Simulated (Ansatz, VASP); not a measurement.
**Two plane-wave programs on Ge2Sb2Te5**

```xyz
9
Lattice="3.9655 0.0000 0.0000 -1.9828 3.4342 0.0000 0.0000 0.0000 17.4837" Properties=species:S:1:pos:R:3 pbc="T T T"
Ge    0.0000    0.0000    5.7953
Ge    0.0000    0.0000   11.6884
Sb    0.0000    2.2895    1.9609
Sb    1.9828    1.1447   15.5228
Te    0.0000    0.0000    0.0000
Te    0.0000    2.2895   13.8359
Te    1.9828    1.1447    3.6478
Te    0.0000    2.2895    7.1640
Te    1.9828    1.1447   10.3197
```

Alike in both runs: task single point; functional PBE; k mesh 9 × 9 × 2; occupations gaussian, width 0.03 eV; no spin polarisation.

|  | VASP | Ansatz |
| --- | --- | --- |
| version | VASP 6.6.1 | Ansatz 0.2.0 |
| potentials or method | VASP PAW PBE potentials, release 64 (Ge_d, Sb, Te), cutoff 520 eV | scalar-relativistic, plane waves, PAW |
| valence electrons in the cell | 68 | 138 |

VASP gave:

* gap on the k mesh at the Fermi level (eV): none
* pressure (GPa): 12.3
* traceless stress, the component that is largest in VASP (GPa): -1.10
* rms of the force components (eV/Å): 0.592

Task: Estimate Ansatz's values.

Result: gap on the k mesh at the Fermi level (eV): none; pressure (GPa): 12.2; traceless stress, the component that is largest in VASP (GPa): -1.08; rms of the force components (eV/Å): 0.576.

Atom by atom the forces differ by 0.018 eV/Å (rms over components). A gap of «none» marks a metal or a gap that the smearing closes. VASP's potentials hold 68 valence electrons a cell and Ansatz's 138, so a difference there can come from the potentials and not from the codes.

Neither program's run includes spin-orbit coupling.
